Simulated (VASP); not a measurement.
Write the native input for VASP 6.6.1 that does the following.

| Item | Value |
| --- | --- |
| Task | single point |
| Functional | PBEsol |
| Potentials or basis | VASP PAW PBE potentials, release 64 (Rh_pv) |
| Cutoff | 520 eV |
| k mesh | 21 × 21 × 12 |
| Occupations | gaussian, width 0.15 eV |
| Spin | no spin polarisation |
| Dipole correction | no |
| Further INCAR settings | ALGO = Fast; EDIFF = 1e-07; NBANDS = 22 |

The structure of Rh lies in POSCAR:

```
Rh
1.0
    2.7185262504      0.0000000000      0.0000000000
   -1.3592631252      2.3543127937      0.0000000000
    0.0000000000      0.0000000000      4.7435564544
Rh
2
Direct
    0.6666666667      0.3333333333      0.7500000000
    0.3333333333      0.6666666667      0.2500000000
```

This cell differs from its parent crystal: volume 15.180 Å^3 an atom, c/a of the conventional cell 1.7449.

The input as run:

INCAR

```
SYSTEM = Rh
  ALGO = Fast
  EDIFF = 1E-7
  ENCUT = 520
  GGA = PS
  ISIF = 2
  ISMEAR = 0
  LASPH = .True.
  LCHARG = .False.
  LREAL = .False.
  LWAVE = .False.
  NBANDS = 22
  NELM = 100
  PREC = Accurate
  SIGMA = 0.15
```

KPOINTS

```
k-points
0
Gamma
  21 21 12
  0 0 0
```

Potentials or basis: VASP PAW PBE potentials, release 64 (Rh_pv).

Run with:

```console
$ cat potpaw_PBE.64/Rh_pv/POTCAR > POTCAR
$ mpirun -np 1 vasp_std > vasp.out
```

It gave:

- Pressure: -23.5 GPa
- Band gap on the k mesh: zero (band 15 reaches 10.84 eV, above the bottom of band 16 at 8.64 eV)

Caveat: the PAW data sets were made with another functional, which shifts forces and pressure a little.

Wall time 3.4 min on 1 thread of Intel(R) Xeon(R) Platinum 8259CL CPU @ 2.50GHz (Skylake/Cascade Lake), on a shared host, peak memory 0.27 GiB.
